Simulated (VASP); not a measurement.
Set up this calculation in VASP 6.6.1, as the native input.

- Task: single point
- Functional: LDA
- Potentials or basis: VASP PAW LDA potentials, release 64 (Cu)
- Cutoff: 520 eV
- k mesh: 15 × 15 × 1
- Occupations: fermi-dirac, width 0.08 eV
- Spin: no spin polarisation
- Dipole correction: yes
- Further INCAR settings: ALGO = Normal; EDIFF = 1e-07; NBANDS = 24

The structure of Cu lies in POSCAR:

```
Cu
1.0
    2.4874897871      0.0000000000      0.0000000000
    0.0000000000      2.4874897871      0.0000000000
    0.0000000000      0.0000000000     16.4247000000
Cu
3
Direct
    0.0000000000      0.0000000000      0.3957467503
    0.5000000000      0.5000000000      0.4999996601
    0.0000000000      0.0000000000      0.6042532497
```

One way to write it, as run:

INCAR

```
ALGO = Normal
DIPOL = 0.5 0.5 0.500
EDIFF = 1E-7
ENCUT = 520
IDIPOL = 3
ISIF = 2
ISMEAR = -1
LASPH = True
LCHARG = False
LDIPOL = True
LREAL = False
LWAVE = False
NBANDS = 24
NELM = 100
PREC = Accurate
SIGMA = 0.08
```

KPOINTS

```
k-points
0
Gamma
  15 15 1
```

Potentials or basis: VASP PAW LDA potentials, release 64 (Cu).

The run is started by

```console
$ cat potpaw_LDA.64/Cu/POTCAR > POTCAR
$ mpirun -np 1 vasp_std > vasp.out
```

Results of the run:

```json
{
 "Largest force": "0.047 eV/Å"
}
```

Wall time 61 s on 1 thread of Intel(R) Xeon(R) 6975P-C (Granite Rapids), with other jobs on the host, peak memory 0.21 GiB.
